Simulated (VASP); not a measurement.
The system is AlN.

```xyz
4
Lattice="3.0886 0.0000 0.0000 -1.5443 2.6748 0.0000 0.0000 0.0000 4.5481" Properties=species:S:1:pos:R:3 pbc="T T T"
Al    0.0000    1.7832    0.0069
Al    1.5443    0.8916    2.2810
N     0.0000    1.7832    1.7441
N     1.5443    0.8916    4.0182
```

```yaml
Program: VASP 6.6.1
Task: relaxation of the atoms
Functional: LDA
Potentials_or_basis: VASP PAW LDA potentials, release 64 (Al, N)
Cutoff: 520 eV
k_mesh: 9 × 9 × 6
Occupations: gaussian, width 0.05 eV
Spin: no spin polarisation
```

At the start: pressure 22.9 GPa; volume 9.39 Å³/atom.

Problem. Where does the relaxation end?

Solution. Over 3 steps the energy falls by 50.0 meV/atom; space group P6_3mc (No. 186, to 0.1 Å) before and after.

Step by step:
```csv
step,energy change (eV),largest force (eV/Å),pressure (GPa)
1,0.0000,2.0692,22.92
2,-0.1162,0.8087,17.37
3,-0.1999,0.0058,18.59
```

Final structure:
```
Al N
1.0
     3.08862    0.00000    0.00000
    -1.54431    2.67482    0.00000
     0.00000    0.00000    4.54810
Al N
2 2
Direct
  0.33333 0.66667 0.98959
  0.66667 0.33333 0.48959
  0.33333 0.66667 0.39541
  0.66667 0.33333 0.89541
```
